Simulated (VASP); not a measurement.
Input of a VASP 6.6.1 run:

INCAR

```
SYSTEM = FePt
PREC = Accurate
ENCUT = 520
EDIFF = 1E-6
ISMEAR = 0
SIGMA = 0.1
LREAL = .False.
LASPH = .True.
NELM = 150
ALGO = Normal
ISIF = 2
LWAVE = .False.
LCHARG = .False.
ISPIN = 2
MAGMOM = 3.17 0.41
LORBIT = 11
LMAXMIX = 4
GGA = PS
NBANDS = 20
```

KPOINTS

```
regular mesh
0
Gamma
  16 16 12
  0 0 0
```

The input POSCAR:

```
FePt
1.0
    2.7133870116      0.0000000000      0.0000000000
    0.0000000000      2.7133870116      0.0000000000
    0.0000000000      0.0000000000      3.7542040883
Fe Pt
1 1
Direct
    0.0000000000      0.0000000000      0.0000000000
    0.5000000000      0.5000000000      0.5000000000
```

Potentials or basis: VASP PAW PBE potentials, release 64 (Fe, Pt).

The run is started by

```bash
$ cat potpaw_PBE.64/Fe/POTCAR potpaw_PBE.64/Pt/POTCAR > POTCAR
$ mpirun -np 1 vasp_std > vasp.out
```

Q: Predict the pressure.

A: -6.6 GPa.

Q: Estimate the site moments.

A: Fe +2.91; Pt +0.32 μB.

Q: What does it give for the net moment?

A: 3.26 μB per cell.

Stress tensor (GPa, compression positive):
```
-6.63  0.00  0.00
 0.00 -6.63  0.00
 0.00  0.00 -6.55
```

Caveat: the cell stands under tension; the PAW data sets were made with another functional, which shifts forces and pressure a little.
